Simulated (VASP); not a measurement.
# AlRu (Pm-3m) in VASP: further runs, part 2 of 2

VASP 6.6.1. The steps go on from the part before.

## (4) Single point, PBE+U

This run uses another cell than the first one, of 13.27 Å³/atom.

INCAR reads:

```
SYSTEM = AlRu
ALGO = Normal
EDIFF = 1E-6
ENCUT = 500
GGA = PE
GGA_COMPAT = .False.
ISIF = 2
ISMEAR = -1
LASPH = .True.
LCHARG = .True.
LDAU = .True.
LDAUJ = 0 0.51
LDAUL = -1 2
LDAUPRINT = 1
LDAUTYPE = 1
LDAUU = 0 6.1
LELF = .True.
LMAXMIX = 4
LREAL = .False.
LVHAR = .True.
LWAVE = .False.
NBANDS = 16
NELM = 200
PREC = Accurate
SIGMA = 0.1
```

KPOINTS reads:

```
k-points
0
Gamma
  6 6 6
  0 0 0
```

POSCAR reads:

```
AlRu
1.0
    2.9824954400      0.0000000000      0.0000000000
    0.0000000000      2.9824954400      0.0000000000
    0.0000000000      0.0000000000      2.9824954400
Al Ru
1 1
Direct
    0.0000000000      0.0000000000      0.0000000000
    0.5000000000      0.5000000000      0.5000000000
```

Command:

```
$ cat potpaw_PBE.64/Al/POTCAR potpaw_PBE.64/Ru_pv/POTCAR > POTCAR
$ mpirun -np 1 vasp_std > vasp.out
```

Wall time 16 s (1 thread of Intel Xeon 8259CL, shared host); peak memory 0.14 GiB.

Results (log left out):

```
Free energy            : -8.0202 eV
Pressure               : 1.3 GPa
Band gap on the k mesh : zero (an odd number of electrons rules out a gap without spin polarisation)
```

Levels at points of the mesh, in eV from the Fermi level:
```csv
k point,band 7,band 8,band 9,band 10,band 11,band 12
"(0.00, 0.00, 0.00)",-0.37,-0.37,-0.37,6.45,6.45,6.45
"(0.50, 0.00, 0.00)",-2.09,-2.06,-0.13,3.12,7.72,11.46
"(0.50, 0.50, 0.00)",-1.69,-1.04,-1.04,2.44,6.01,6.12
"(0.50, 0.50, 0.50)",2.54,2.54,2.86,4.57,4.57,4.57
```

Eigenvalues of the final occupation matrices:
| site | spin | trace | eigenvalues |
| --- | --- | --- | --- |
| site 2 d | 1 | 3.21 | 0.48 0.48 0.75 0.75 0.75 |
| site 2 d | 2 | 3.21 | 0.48 0.48 0.75 0.75 0.75 |

Caveat: U without spin polarisation on a metal has little footing; the U is typed as a test and isn't derived for this compound.

## (5) Single point, PBE, collinear spin

This run uses another cell than the first one, of 13.27 Å³/atom.

INCAR reads:

```
PREC     = Accurate       # precision mode
ENCUT    = 500            # plane-wave cutoff, eV
EDIFF    = 1E-6           # SCF threshold, eV
ISMEAR   = 0              # smearing method
SIGMA    = 0.1            # smearing width, eV
LREAL    = F              # projectors in reciprocal space
LASPH    = T              # aspherical terms in the spheres
NELM     = 200            # most SCF steps
ALGO     = Normal         # electronic algorithm
ISIF     = 2              # what is computed and relaxed
LWAVE    = F              # write WAVECAR
LCHARG   = F              # write CHGCAR
ISPIN    = 2              # spin polarisation
MAGMOM   = 0 0.1          # initial moments
LORBIT   = 11             # projections on sites
LMAXMIX  = 4              # l up to which the mixer works
GGA      = PE             # functional
NBANDS   = 20             # bands
GGA_COMPAT= F
```

KPOINTS reads:

```
Automatic mesh
0
Gamma
  6 6 6
```

POSCAR is that of step 4.

Potentials or basis: VASP PAW PBE potentials, release 64 (Al, Ru_pv).

Command:

```
$ cat potpaw_PBE.64/Al/POTCAR potpaw_PBE.64/Ru_pv/POTCAR > POTCAR
$ mpirun -np 1 vasp_std > vasp.out
```

OUTCAR:

```text
PREC = Accurate
   ENCUT = 500
   EDIFF = 1E-6
   ISMEAR = 0
   LREAL = F
   LASPH = T
   NELM = 200
   ISIF = 2
   ISPIN = 2
   LORBIT = 11
   GGA = PE

 ion  position               nearest neighbor table
   1  0.000  0.000  0.000-   2 2.58   2 2.58   2 2.58   2 2.58   2 2.58   2 2.58   2 2.58   2 2.58

   2  0.500  0.500  0.500-   1 2.58   1 2.58   1 2.58   1 2.58   1 2.58   1 2.58   1 2.58   1 2.58

  LATTYP: Found a simple cubic cell.
 ALAT       =     2.9824954400

  Lattice vectors:

 A1 = (   2.9824954400,   0.0000000000,   0.0000000000)
 A2 = (   0.0000000000,   2.9824954400,   0.0000000000)
 A3 = (   0.0000000000,   0.0000000000,   2.9824954400)

Analysis of symmetry for initial positions (statically):
=====================================================================
 Subroutine PRICEL returns:
 Original cell was already a primitive cell.

 Routine SETGRP: Setting up the symmetry group for a
 simple cubic supercell.

 Subroutine GETGRP returns: Found 48 space group operations
 (whereof 48 operations were pure point group operations)
 out of a pool of 48 trial point group operations.

The static configuration has the point symmetry O_h .

Analysis of symmetry for dynamics (positions and initial velocities):
=====================================================================
 Subroutine PRICEL returns:
 Original cell was already a primitive cell.

 Routine SETGRP: Setting up the symmetry group for a
 simple cubic supercell.

 Subroutine GETGRP returns: Found 48 space group operations
 (whereof 48 operations were pure point group operations)
 out of a pool of 48 trial point group operations.

The dynamic configuration has the point symmetry O_h .

Analysis of structural, dynamic, and magnetic symmetry:
=====================================================================
 Subroutine PRICEL returns:
[... 146 lines left out ...]
  ---------------------------------------------------
  ext. energy  EPLUGINS =         0.00000000
  ---------------------------------------------------
  free energy    TOTEN  =       -14.25305546 eV

  energy without entropy =      -14.24025480  energy(sigma->0) =      -14.24665513

 E-fermi :  10.7159     XC(G=0): -12.6154

 val. band max:       10.6924060143   @ k =   0.3333   0.1667   0.0000
 cond. band min:      10.7339918318   @ k =   0.3333   0.1667   0.0000
 fundamental gap:      0.0415858175
 Fermi energy:        10.7159031240

 spin component 1

 k-point     1 :       0.0000    0.0000    0.0000
  band No.  band energies     occupation
      1     -30.9521      1.00000
      2     -30.9521      1.00000
      3     -30.9521      1.00000
      4       1.1144      1.00000
      5       7.2296      1.00000
      6       7.2296      1.00000
[... 436 lines left out ...]
      6       6.1444      1.00000
[... 12 lines left out ...]
     19      36.7950      0.00000
     20      38.1677      0.00000
 Fermi energy:        10.7159031240

 spin component 2

 k-point     1 :       0.0000    0.0000    0.0000
  band No.  band energies     occupation
      1     -30.9165      1.00000
      2     -30.9165      1.00000
      3     -30.9165      1.00000
      4       1.1178      1.00000
      5       7.2457      1.00000
      6       7.2457      1.00000
[... 449 lines left out ...]
     19      36.7879      0.00000
     20      38.1746      0.00000

------------------------ aborting loop because EDIFF is reached ----------------------------------------

  FORCE on cell =-STRESS in cart. coord.  units (eV):
  Direction    XX          YY          ZZ          XY          YZ          ZX
  --------------------------------------------------------------------------------------
  -------------------------------------------------------------------------------------
  Total        0.7343207      0.7343207      0.7343207     -0.0000000     -0.0000000      0.0000000
  in kB       44.3462576     44.3462576     44.3462576     -0.0000000     -0.0000000      0.0000000
  external PRESSURE =      44.3462576 kB  Pullay stress =       0.0000000 kB

 VOLUME and BASIS-vectors are now :
 -----------------------------------------------------------------------------
  energy-cutoff  :      500.00
  volume of cell :       26.53
      direct lattice vectors                 reciprocal lattice vectors
     2.982495440  0.000000000  0.000000000     0.335289700  0.000000000  0.000000000
     0.000000000  2.982495440  0.000000000     0.000000000  0.335289700  0.000000000
     0.000000000  0.000000000  2.982495440     0.000000000  0.000000000  0.335289700

 POSITION                                       TOTAL-FORCE (eV/Angst)
 -----------------------------------------------------------------------------------
      0.00000      0.00000      0.00000         0.000000      0.000000      0.000000
      1.49125      1.49125      1.49125         0.000000      0.000000      0.000000
 -----------------------------------------------------------------------------------
    total drift:                                0.000000     -0.000000     -0.000000

  FREE ENERGIE OF THE ION-ELECTRON SYSTEM (eV)
  ---------------------------------------------------
  free  energy   TOTEN  =       -14.2530554630 eV

  energy  without entropy=      -14.2402548048  energy(sigma->0) =      -14.24665513

 total charge

# of ion       s       p       d       tot
------------------------------------------
    1        0.392   0.420   0.000   0.812
    2        0.347   6.249   6.204  12.800
--------------------------------------------------
tot          0.739   6.669   6.204  13.613

 magnetization (x)

# of ion       s       p       d       tot
------------------------------------------
    1       -0.000  -0.001   0.000  -0.001
    2        0.000   0.000   0.047   0.047
--------------------------------------------------
tot         -0.000  -0.001   0.047   0.046
```

OSZICAR:

```text
N       E                     dE             d eps       ncg     rms          rms(c)
DAV:   1     0.121818076796E+03    0.12182E+03   -0.86229E+03  1648   0.770E+02
DAV:   2    -0.122721726150E+02   -0.13409E+03   -0.12680E+03  1768   0.251E+02
DAV:   3    -0.149066759462E+02   -0.26345E+01   -0.26082E+01  2000   0.358E+01
DAV:   4    -0.149243369046E+02   -0.17661E-01   -0.17655E-01  1808   0.313E+00
DAV:   5    -0.149245704367E+02   -0.23353E-03   -0.23353E-03  1916   0.354E-01    0.124E+01
DAV:   6    -0.143344543338E+02    0.59012E+00   -0.14837E+00  1736   0.129E+01    0.234E+00
DAV:   7    -0.142703179060E+02    0.64136E-01   -0.10440E-01  1732   0.347E+00    0.205E+00
DAV:   8    -0.142534077759E+02    0.16910E-01   -0.15408E-02  1752   0.945E-01    0.261E-01
DAV:   9    -0.142530665340E+02    0.34124E-03   -0.46658E-04  1844   0.188E-01    0.169E-01
DAV:  10    -0.142530557256E+02    0.10808E-04   -0.31600E-05  1860   0.449E-02    0.873E-02
DAV:  11    -0.142530554630E+02    0.26253E-06   -0.50199E-06  1792   0.216E-02
   1 F= -.14253055E+02 E0= -.14246655E+02  d E =-.128007E-01  mag=     0.0471
```

stdout:

```text
POSCAR found type information on POSCAR AlRu
 POSCAR found :  2 types and       2 ions
 scaLAPACK will be used
 LDA part: xc-table for (Slater+PW92), standard interpolation
 POSCAR, INCAR and KPOINTS ok, starting setup
 FFT: planning ... GRIDC
 FFT: planning ... GRID_SOFT
 FFT: planning ... GRID
 WAVECAR not read
 entering main loop
```

It took 27 s on 1 thread of Intel Xeon 8259CL, shared host; peak memory 0.16 GiB.

Results:

```
Free energy                                           : -14.2531 eV
Pressure                                              : 4.4 GPa
Net moment                                            : 0.05 μB per cell
Site moments                                          : Al -0.00; Ru +0.05 μB
Valence electrons inside the program's atomic spheres : Al 0.81; Ru 12.80
```

Caveat: the cell stands under pressure.

## (6) Summary

```csv
level,spin,U,cell,k mesh,smearing,LDAUTYPE,hund's J,gap on the mesh (eV),pressure (GPa),moment (μB)
BLYP,"collinear, ferromagnetic start",-,"a = 2.992 Å, 2 atoms",4 × 4 × 4,methfessel-paxton 0.0051 eV,-,-,none,7.2,0.06
PBE+U,off,"Ru d U = 6.9 eV, J = 0.79 eV","a = 2.982 Å, 2 atoms",6 × 6 × 6,tetrahedron,1,0.79,none,2.8,-
PBE+U,off,"Ru d U = 6.1 eV, J = 0.51 eV","a = 2.982 Å, 2 atoms",6 × 6 × 6,fermi-dirac 0.1 eV,1,0.51,none,1.3,-
PBE,collinear,-,"a = 2.982 Å, 2 atoms",6 × 6 × 6,gaussian 0.1 eV,-,-,none,4.4,0.05
```

Alike in all rows: task single point; potentials or basis VASP PAW PBE potentials, release 64 (Al, Ru_pv); cutoff (eV) 500.

Caveats: some runs use coarse meshes; U without spin polarisation on a metal has little footing (at least some runs); the U is typed as a test and isn't derived for this compound (at least some runs); the PAW data sets were made with another functional, which shifts forces and pressure a little (at least some runs); the cell stands under pressure (at least some runs).

Total energies depend on the potentials used, so only differences within one code and one set of settings carry meaning.
